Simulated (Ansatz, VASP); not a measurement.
CsB3 in VASP and in Ansatz

The input INCAR:

```
SYSTEM = CsB3
PREC = Accurate
ENCUT = 600
EDIFF = 1E-6
ISMEAR = 0
SIGMA = 0.1
LREAL = .False.
LASPH = .True.
NELM = 100
ALGO = Normal
ISIF = 3
LWAVE = .False.
LCHARG = .False.
GGA = PE
IBRION = 2
NSW = 90
EDIFFG = -0.04
```

File KPOINTS:

```
regular mesh
0
Gamma
  3 3 6
  0 0 0
```

File POSCAR:

```
CsB3
1.0
    6.8907599379      0.0000000000      0.0000000000
   -3.4453799690      5.9675731576      0.0000000000
    0.0000000000      0.0000000000      3.3599781606
Cs B
2 6
Direct
    0.6666666667      0.3333333333      0.2500000000
    0.3333333333      0.6666666667      0.7500000000
    0.0841233038      0.9158766962      0.2500000000
    0.0841233038      0.1682466075      0.2500000000
    0.8317533925      0.9158766962      0.2500000000
    0.1682466075      0.0841233038      0.7500000000
    0.9158766962      0.8317533925      0.7500000000
    0.9158766962      0.0841233038      0.7500000000
```

Input for Ansatz:

```yaml
crystal:
  lattice:
    - [6.8907599379, 0.0, 0.0]
    - [-3.445379969, 5.9675731576, 0.0]
    - [0.0, 0.0, 3.3599781606]
  atoms:
    - { symbol: Cs, position: [0.6666666667, 0.3333333333, 0.25] }
    - { symbol: Cs, position: [0.3333333333, 0.6666666667, 0.75] }
    - { symbol: B, position: [0.0841233038, 0.9158766962, 0.25] }
    - { symbol: B, position: [0.0841233038, 0.1682466075, 0.25] }
    - { symbol: B, position: [0.8317533925, 0.9158766962, 0.25] }
    - { symbol: B, position: [0.1682466075, 0.0841233038, 0.75] }
    - { symbol: B, position: [0.9158766962, 0.8317533925, 0.75] }
    - { symbol: B, position: [0.9158766962, 0.0841233038, 0.75] }
basis:
  ecutwfc: 420
kpoints:
  mp_grid: { grid: [3, 3, 6] }
hamiltonian:
  xc: pbe
scf:
  occupations: { method: gaussian, width: 0.1 }
  lower_state_search: "off"
output:
  forces: true
  stress: true
  eigenvalues: true
relax:
  adjacent_minimum: "off"
  f_tol: 0.04
  max_steps: 70
  cell: { stress_tol: 0.4 }
```

Alike in both runs: task relaxation of cell and atoms; functional PBE; k mesh 3 × 3 × 6; occupations gaussian, width 0.1 eV; no spin polarisation.

|  | VASP | Ansatz |
| --- | --- | --- |
| version | VASP 6.6.1 | Ansatz 0.2.0 |
| potentials or method | VASP PAW PBE potentials, release 64 (Cs_sv, B), cutoff 600 eV | scalar-relativistic, plane waves, PAW |
| valence electrons in the cell | 36 | 36 |

|  | VASP | Ansatz | Ansatz less VASP |
| --- | --- | --- | --- |
| gap on the k mesh at the Fermi level, each at its own relaxed structure (eV) | none | none | - |
| relaxed volume (Å³/atom) | 17.31 | 17.32 | +0.003 |
| relaxed cell length with the largest relative difference (Å) | 3.371 | 3.369 | -0.0026 |

A gap of «none» marks a metal or a gap that the smearing closes.

Neither program's run includes spin-orbit coupling.
